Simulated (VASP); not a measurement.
# Ru (P6_3/mmc) in VASP: notebook

Ru is run at these levels: revPBE; tasks: single point.

Everything below comes from runs of VASP 6.6.1. Logs are shortened: lines on timing, memory, paths and dates and some standing lists are left out, and cuts for length are marked.

**1. The cell of the first run**

Symmetry: P6_3/mmc, No. 194, hexagonal system. Conventional cell: a = 2.720 Å, b = 2.720 Å, c = 8.731 Å, α = 90.00°, β = 90.00°, γ = 120.00°. Ru (site symmetry -3m) has 12 Ru at 2.69 to 2.72 Å within 3.5 Å. Ru (site symmetry -6m2) has 12 Ru at 2.69 to 2.72 Å within 3.5 Å.

**2. Single point, revPBE**

Contents of INCAR:

```
ALGO     = Normal         # electronic algorithm
EDIFF    = 1E-6           # SCF threshold, eV
ENCUT    = 520            # plane-wave cutoff, eV
GGA      = RE             # functional
ISIF     = 2              # what is computed and relaxed
ISMEAR   = -1             # smearing method
LASPH    = True           # aspherical terms in the spheres
LCHARG   = False          # write CHGCAR
LREAL    = False          # projectors in reciprocal space
LWAVE    = False          # write WAVECAR
NBANDS   = 36             # bands
NELM     = 80             # most SCF steps
PREC     = Accurate       # precision mode
SIGMA    = 0.1            # smearing width, eV
```

Contents of KPOINTS:

```
k-points
0
Gamma
  13 13 4
```

Contents of POSCAR:

```
Ru
1.0
    2.7195745511      0.0000000000      0.0000000000
   -1.3597872755      2.3552206487      0.0000000000
    0.0000000000      0.0000000000      8.7307189225
Ru
4
Direct
    0.0000000000      0.0000000000      0.0000000000
    0.0000000000      1.0000000000      0.5000000000
    0.3333333333      0.6666666667      0.2500000000
    0.6666666667      0.3333333333      0.7500000000
```

Potentials or basis: VASP PAW PBE potentials, release 64 (Ru_pv).

The run is started by

```console
> cat potpaw_PBE.64/Ru_pv/POTCAR > POTCAR
> mpirun -np 1 vasp_std > vasp.out
```

OUTCAR:

```text
EDIFF = 1E-6
   ENCUT = 520
   GGA = RE
   ISIF = 2
   ISMEAR = -1
   LASPH = True
   LREAL = False
   NELM = 80
   PREC = Accurate

 ion  position               nearest neighbor table
   1  0.000  0.000  0.000-   3 2.69   4 2.69   3 2.69   4 2.69   4 2.69   3 2.69
   2  0.000  0.000  0.500-   3 2.69   4 2.69   3 2.69   4 2.69   4 2.69   3 2.69
   3  0.333  0.667  0.250-   1 2.69   2 2.69   1 2.69   2 2.69   1 2.69   2 2.69
   4  0.667  0.333  0.750-   1 2.69   2 2.69   1 2.69   2 2.69   1 2.69   2 2.69

  LATTYP: Found a hexagonal cell.
 ALAT       =     2.7195745511
 C/A-ratio  =     3.2103252764

  Lattice vectors:

 A1 = (   2.7195745511,   0.0000000000,   0.0000000000)
 A2 = (  -1.3597872755,   2.3552206487,   0.0000000000)
 A3 = (   0.0000000000,   0.0000000000,   8.7307189225)

Analysis of symmetry for initial positions (statically):
=====================================================================
 Subroutine PRICEL returns:
 Original cell was already a primitive cell.

 Routine SETGRP: Setting up the symmetry group for a
 hexagonal supercell.

 Subroutine GETGRP returns: Found 24 space group operations
 (whereof 12 operations were pure point group operations)
 out of a pool of 24 trial point group operations.

The static configuration has the point symmetry D_3d.
 The point group associated with its full space group is D_6h.

Analysis of symmetry for dynamics (positions and initial velocities):
=====================================================================
 Subroutine PRICEL returns:
 Original cell was already a primitive cell.

 Routine SETGRP: Setting up the symmetry group for a
 hexagonal supercell.

 Subroutine GETGRP returns: Found 24 space group operations
 (whereof 12 operations were pure point group operations)
 out of a pool of 24 trial point group operations.

The dynamic configuration has the point symmetry D_3d.
 The point group associated with its full space group is D_6h.

 Subroutine INISYM returns: Found 24 space group operations
 (whereof 12 operations are pure point group operations),
 and found     1 'primitive' translations

----------------------------------------------------------------------------------------

                                     Primitive cell

  volume of cell :      55.9220

  direct lattice vectors                    reciprocal lattice vectors
     2.719574551  0.000000000  0.000000000     0.367704573  0.212294334  0.000000000
    -1.359787276  2.355220649  0.000000000     0.000000000  0.424588669  0.000000000
     0.000000000  0.000000000  8.730718922     0.000000000  0.000000000  0.114538105

  length of vectors
     2.719574551  2.719574551  8.730718922     0.424588669  0.424588669  0.114538105

  position of ions in fractional coordinates (direct lattice)
     0.000000000  0.000000000  0.000000000
     0.000000000  0.000000000  0.500000000
     0.333333333  0.666666667  0.250000000
     0.666666667  0.333333333  0.750000000

  ion indices of the primitive-cell ions
   primitive index   ion index
                 1           1
                 2           2
                 3           3
                 4           4

----------------------------------------------------------------------------------------

 KPOINTS: k-points

Automatic generation of k-mesh.
 Grid dimensions read from file:
 generate k-points for:   13   13    4

 Generating k-lattice:

  Cartesian coordinates                     Fractional coordinates (reciprocal lattice)
     0.028284967  0.016330333  0.000000000     0.076923077 -0.000000000  0.000000000
     0.000000000  0.032660667  0.000000000     0.000000000  0.076923077  0.000000000
     0.000000000  0.000000000  0.028634526     0.000000000  0.000000000  0.250000000

  Length of vectors
     0.032660667  0.032660667  0.028634526

  Shift w.r.t. Gamma in fractional coordinates (k-lattice)
     0.000000000  0.000000000  0.000000000

 Subroutine IBZKPT returns following result:
 ===========================================

 Found     63 irreducible k-points:

 Following reciprocal coordinates:
            Coordinates               Weight
  0.000000  0.000000  0.000000      1.000000
  0.076923 -0.000000  0.000000      6.000000
  0.153846 -0.000000  0.000000      6.000000
  0.230769  0.000000  0.000000      6.000000
  0.307692 -0.000000  0.000000      6.000000
  0.384615 -0.000000  0.000000      6.000000
[... 16 lines left out ...]
  0.076923 -0.000000  0.250000     12.000000
  0.153846 -0.000000  0.250000     12.000000
 [... further k-points ...]
   k-points           NKPTS =     63   k-points in BZ     NKDIM =     63   number of bands    NBANDS=     36
   number of dos      NEDOS =    301   number of ions     NIONS =      4
   total plane-waves  NPLWV =  28000
   dimension x,y,z NGX =    20 NGY =   20 NGZ =   70
   dimension x,y,z NGXF=    40 NGYF=   40 NGZF=  140
   ions per type =               4
   NGX,Y,Z   is equivalent  to a cutoff of  12.23, 12.23, 13.33 a.u.
   NGXF,Y,Z  is equivalent  to a cutoff of  24.45, 24.45, 26.66 a.u.
 SYSTEM =  unknown system
   PREC   = accura    normal or accurate (medium, high low for compatibility)
   ISTART =      0    job   : 0-new  1-cont  2-samecut
   ICHARG =      2    charge: 1-file 2-atom 10-const
   ISPIN  =      1    spin polarized calculation?
   LNONCOLLINEAR =      F non collinear calculations
   LSORBIT =      F    spin-orbit coupling
   LASPH  =      T    aspherical Exc in radial PAW
   ENCUT  =  520.0 eV  38.22 Ry    6.18 a.u.   5.06  5.06 16.23*2*pi/ulx,y,z
   NELM   =     80;   NELMIN=  2; NELMDL= -5     # of ELM steps
   EDIFF  = 0.1E-05   stopping-criterion for ELM
   LREAL  =      F    real-space projection
   EDIFFG = 0.1E-04   stopping-criterion for IOM
   NSW    =      0    number of steps for IOM
   IBRION =     -1    ionic relax: 0-MD 1-quasi-New 2-CG
   NFREE  =      0    steps in history (QN), initial steepest desc. (CG)
   ISIF   =      2    stress and relaxation
   ISYM   =      2    0-nonsym 1-usesym 2-fastsym
   POTIM  = 0.5000    time-step for ionic-motion
   TEBEG  =    0.0;   TEEND  =   0.0 temperature during run
   PSTRESS=    0.0 pullay stress
   NELECT =      56.0000    total number of electrons
   NUPDOWN=      -1.0000    fix difference up-down
   EMIN   =  10.00;   EMAX   =-10.00  energy-range for DOS
   EFERMI =   0.00;   METHOD = LEGACY
   ISMEAR =    -1;   SIGMA  =   0.10  broadening in eV -4-tet -1-fermi 0-gaus
   EFERMI_NEDOS =   21; number of points for ismear=-14 and -15
   IALGO  =     38    algorithm
   IMIX   =      4    mixing-type and parameters
     AMIX     =   0.40;   BMIX     =  1.00
     AMIX_MAG =   1.60;   BMIX_MAG =  1.00
  volume/ion in A,a.u.               =      13.98        94.35
  Fermi-wavevector in a.u.,A,eV,Ry     =   1.637860  3.095106 36.498768  2.682584
  Thomas-Fermi vector in A             =   2.728929
   LORBIT       =      0    0 simple, 1 ext, 2 COOP (PROOUT), +10 PAW based schemes
   GGA     = RE    functional components
   LHFCALC =     F    Hartree Fock is set to
   AEXX    =    0.0000 exact exchange contribution
   IVDW    =     0    specifies the selected vdW correction
   LEPSILON=     F    determine dielectric tensor
   LRPA    =     F    only Hartree local field effects (RPA)
 non-spin polarized calculation
  energy-cutoff  :      520.00
  volume of cell :       55.92
 maximum number of plane-waves:      1531
   NGX = 11   NGY = 11   NGZ = 33

 number of electron      55.9999986 magnetization

 Free energy of the ion-electron system (eV)
  ---------------------------------------------------
  ext. energy  EPLUGINS =         0.00000000
  ---------------------------------------------------
  free energy    TOTEN  =       -34.64313455 eV

  energy without entropy =      -34.47910778  energy(sigma->0) =      -34.56112116

 E-fermi :  12.3595     XC(G=0): -13.8821

 val. band max:       12.3519137264   @ k =   0.0769  -0.0000   0.2500
 cond. band min:      12.3688181217   @ k =   0.3077   0.0769   0.5000
 fundamental gap:      0.0169043952
 Fermi energy:        12.3595229256

 k-point     1 :       0.0000    0.0000    0.0000
  band No.  band energies     occupation
      1     -31.1314      2.00000
      2     -30.6678      2.00000
      3     -30.6121      2.00000
      4     -30.2916      2.00000
      5     -30.2916      2.00000
      6     -30.2309      2.00000
[... 28 lines left out ...]
     35      13.8223      0.00000
     36      13.8223      0.00000

 k-point     2 :       0.0769   -0.0000    0.0000
  band No.  band energies     occupation
      1     -31.1132      2.00000
      2     -30.6734      2.00000
      3     -30.6202      2.00000
      4     -30.3318      2.00000
      5     -30.3049      2.00000
      6     -30.2578      2.00000
[... 28 lines left out ...]
     35      13.8514      0.00000
     36      15.3193      0.00000

 k-point     3 :       0.1538   -0.0000    0.0000
  band No.  band energies     occupation
      1     -31.0611      2.00000
      2     -30.6997      2.00000
      3     -30.6553      2.00000
      4     -30.4397      2.00000
      5     -30.3407      2.00000
      6     -30.3286      2.00000
[... 28 lines left out ...]
     35      13.9313      0.00000
     36      17.1153      0.00000

 k-point     4 :       0.2308    0.0000    0.0000
  band No.  band energies     occupation
      1     -30.9837      2.00000
      2     -30.7717      2.00000
      3     -30.7371      2.00000
      4     -30.5828      2.00000
      5     -30.4868      2.00000
      6     -30.3894      2.00000
[... 28 lines left out ...]
     35      14.0328      0.00000
     36      18.9523      0.00000

 k-point     5 :       0.3077   -0.0000    0.0000
  band No.  band energies     occupation
      1     -30.9259      2.00000
      2     -30.8907      2.00000
      3     -30.8168      2.00000
      4     -30.7258      2.00000
      5     -30.6595      2.00000
      6     -30.4395      2.00000
[... 655 lines left out ...]
 k-point    22 :       0.0000    0.0000    0.2500
  band No.  band energies     occupation
      1     -31.0949      2.00000
      2     -30.8325      2.00000
      3     -30.4438      2.00000
      4     -30.2863      2.00000
      5     -30.2863      2.00000
      6     -30.2490      2.00000
[... 28 lines left out ...]
     35      13.6976      0.00000
     36      13.6976      0.00000

 k-point    23 :       0.0769   -0.0000    0.2500
  band No.  band energies     occupation
      1     -31.0785      2.00000
      2     -30.8292      2.00000
      3     -30.4621      2.00000
      4     -30.3256      2.00000
      5     -30.2993      2.00000
      6     -30.2815      2.00000
[... 28 lines left out ...]
     35      13.7325      0.00000
     36      14.9142      0.00000

 k-point    24 :       0.1538   -0.0000    0.2500
  band No.  band energies     occupation
      1     -31.0322      2.00000
      2     -30.8259      2.00000
      3     -30.5328      2.00000
      4     -30.4285      2.00000
      5     -30.3728      2.00000
      6     -30.3344      2.00000
[... 28 lines left out ...]
     35      14.2415      0.00000
     36      16.5097      0.00000

 [... further k-points ...]
[... 5 lines left out ...]
  --------------------------------------------------------------------------------------
  -------------------------------------------------------------------------------------
  Total       -0.0245370     -0.0245370     -0.0206114     -0.0000000      0.0000000      0.0000000
  in kB       -0.7029899     -0.7029899     -0.5905212     -0.0000000      0.0000000      0.0000000
  external PRESSURE =      -0.6655003 kB  Pullay stress =       0.0000000 kB

 VOLUME and BASIS-vectors are now :
 -----------------------------------------------------------------------------
  energy-cutoff  :      520.00
  volume of cell :       55.92
      direct lattice vectors                 reciprocal lattice vectors
     2.719574551  0.000000000  0.000000000     0.367704573  0.212294334  0.000000000
    -1.359787276  2.355220649  0.000000000     0.000000000  0.424588669  0.000000000
     0.000000000  0.000000000  8.730718922     0.000000000  0.000000000  0.114538105

 POSITION                                       TOTAL-FORCE (eV/Angst)
 -----------------------------------------------------------------------------------
      0.00000      0.00000      0.00000        -0.000000      0.000000      0.000000
      0.00000      0.00000      4.36536        -0.000000      0.000000      0.000000
     -0.00000      1.57015      2.18268         0.000000     -0.000000     -0.000000
      1.35979      0.78507      6.54804        -0.000000      0.000000     -0.000000
 -----------------------------------------------------------------------------------
    total drift:                                0.000000     -0.000000      0.000000

  FREE ENERGIE OF THE ION-ELECTRON SYSTEM (eV)
  ---------------------------------------------------
  free  energy   TOTEN  =       -34.6431345494 eV

  energy  without entropy=      -34.4791077752  energy(sigma->0) =      -34.56112116
```

It took 56 s on 1 thread of AMD EPYC 9R45 (Zen 5), shared host; peak memory 0.2 GiB.

What came out:

```yaml
Free_energy: -34.6431 eV
Pressure: -0.1 GPa
Band_gap_on_the_k_mesh: zero (bands 28 and 29 overlap by 2.72 eV)
```

Caveat: the PAW data sets were made with another functional, which shifts forces and pressure a little.

**3. Single point, revPBE (12.30 Å³/atom)**

This run uses another cell than the first one, of 12.30 Å³/atom.

Contents of INCAR:

```
ALGO = Normal ; EDIFF = 1E-6
ENCUT = 520 ; GGA = RE
ISIF = 2 ; ISMEAR = -1
LASPH = True ; LCHARG = False
LREAL = False ; LWAVE = False
NBANDS = 36 ; NELM = 100
PREC = Accurate ; SIGMA = 0.1
```

Contents of KPOINTS:

```
k-points
0
Gamma
  15 15 4
```

Contents of POSCAR:

```
Ru
1.0
    2.6061247014      0.0000000000      0.0000000000
   -1.3030623507      2.2569701968      0.0000000000
    0.0000000000      0.0000000000      8.3665080024
Ru
4
Direct
    0.0000000000      0.0000000000      0.0000000000
    0.0000000000      1.0000000000      0.5000000000
    0.3333333333      0.6666666667      0.2500000000
    0.6666666667      0.3333333333      0.7500000000
```

Potentials or basis: VASP PAW PBE potentials, release 64 (Ru_pv).

The run is started by

```console
> cat potpaw_PBE.64/Ru_pv/POTCAR > POTCAR
> mpirun -np 1 vasp_std > vasp.out
```

Wall time 70 s (1 thread of AMD EPYC 9R45 (Zen 5), shared host); peak memory 0.2 GiB.

The run converged. Its results:

```
Free energy            : -33.7167 eV
Pressure               : 51.1 GPa
Band gap on the k mesh : zero (bands 28 and 29 overlap by 3.30 eV)
```

Stress tensor (GPa, compression positive):
```
49.99  0.00  0.00
 0.00 49.99  0.00
 0.00  0.00 53.38
```

Levels at points of the mesh, in eV from the Fermi level:
```tsv
k point	band 24	band 25	band 26	band 27	band 28	band 29	band 30	band 31	band 32	band 33
(0.00, 0.00, 0.00)	-2.59	-2.59	-2.47	-2.47	-0.95	-0.95	-0.12	-0.12	0.69	0.69
(0.00, 0.00, 0.50)	-2.81	-2.81	-2.81	-0.62	-0.62	-0.46	-0.46	-0.46	-0.46	1.26
```

Caveat: the cell stands under pressure; the PAW data sets were made with another functional, which shifts forces and pressure a little.

**4. Single point, revPBE (12.86 Å³/atom)**

This run uses another cell than the first one, of 12.86 Å³/atom.

Contents of INCAR:

```
ALGO = Normal ; EDIFF = 1E-6
ENCUT = 520 ; GGA = RE
ISIF = 2 ; ISMEAR = -1
LASPH = T ; LCHARG = F
LREAL = F ; LWAVE = F
NBANDS = 36 ; NELM = 60
PREC = Accurate ; SIGMA = 0.1
```

KPOINTS is that of step 3.

Contents of POSCAR:

```
Ru
1.0
    2.6450278204      0.0000000000      0.0000000000
   -1.3225139102      2.2906612862      0.0000000000
    0.0000000000      0.0000000000      8.4913996689
Ru
4
Direct
    0.0000000000      0.0000000000      0.0000000000
    0.0000000000      1.0000000000      0.5000000000
    0.3333333333      0.6666666667      0.2500000000
    0.6666666667      0.3333333333      0.7500000000
```

The run is started by

```console
> cat potpaw_PBE.64/Ru_pv/POTCAR > POTCAR
> mpirun -np 1 vasp_std > vasp.out
```

Wall time 64 s (1 thread of AMD EPYC 9R45 (Zen 5), shared host); peak memory 0.2 GiB.

The run converged. Its results:

```yaml
Free_energy: -34.2782 eV
Pressure: 29.9 GPa
Band_gap_on_the_k_mesh: zero (bands 28 and 29 overlap by 3.07 eV)
```

Stress tensor (GPa, compression positive):
```
29.12  0.00  0.00
 0.00 29.12  0.00
 0.00  0.00 31.57
```

Levels at points of the mesh, in eV from the Fermi level:
```csv
k point,band 25,band 26,band 27,band 28,band 29,band 30,band 31,band 32
"(0.00, 0.00, 0.00)",-2.42,-2.31,-2.31,-0.89,-0.89,-0.11,-0.11,0.64
"(0.00, 0.00, 0.50)",-2.63,-2.63,-0.63,-0.63,-0.43,-0.43,-0.43,-0.43
```

Caveat: the cell stands under pressure; the PAW data sets were made with another functional, which shifts forces and pressure a little.

[end of part 1 of 2]
